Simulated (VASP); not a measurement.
A run of VASP 6.6.1:

Contents of INCAR:

```
SYSTEM = Mo
PREC     = Accurate       ! precision mode
ENCUT    = 520            ! plane-wave cutoff, eV
EDIFF    = 1E-6           ! SCF threshold, eV
ISMEAR   = 0              ! smearing method
SIGMA    = 0.15           ! smearing width, eV
LREAL    = .False.        ! projectors in reciprocal space
LASPH    = .True.         ! aspherical terms in the spheres
NELM     = 60             ! most SCF steps
ALGO     = Fast           ! electronic algorithm
ISIF     = 2              ! what is computed and relaxed
LWAVE    = .False.        ! write WAVECAR
LCHARG   = .False.        ! write CHGCAR
GGA      = PE             ! functional
NBANDS   = 13             ! bands
```

KPOINTS

```
Automatic mesh
0
Gamma
  22 22 22
  0 0 0
```

File POSCAR:

```
Mo
1.0
   -1.7234548524      1.5284490170      1.5284490170
    1.5284490170     -1.7234548524      1.5284490170
    1.5284490170      1.5284490170     -1.7234548524
Mo
1
Direct
    0.0000000000      0.0000000000      0.0000000000
```

Potentials or basis: VASP PAW PBE potentials, release 64 (Mo_sv).

Launch:

```sh
$ cat potpaw_PBE.64/Mo_sv/POTCAR > POTCAR
$ mpirun -np 1 vasp_std > vasp.out
```

Hardware: 1 thread of Intel(R) Xeon(R) 6975P-C (Granite Rapids) (shared host).

Question: Estimate the wall time of this run.

Answer: Run time: 83 s on 1 thread of Intel(R) Xeon(R) 6975P-C (Granite Rapids), with other jobs on the host, peak memory 0.28 GiB. Counts: scf iterations 13, k points 1024.
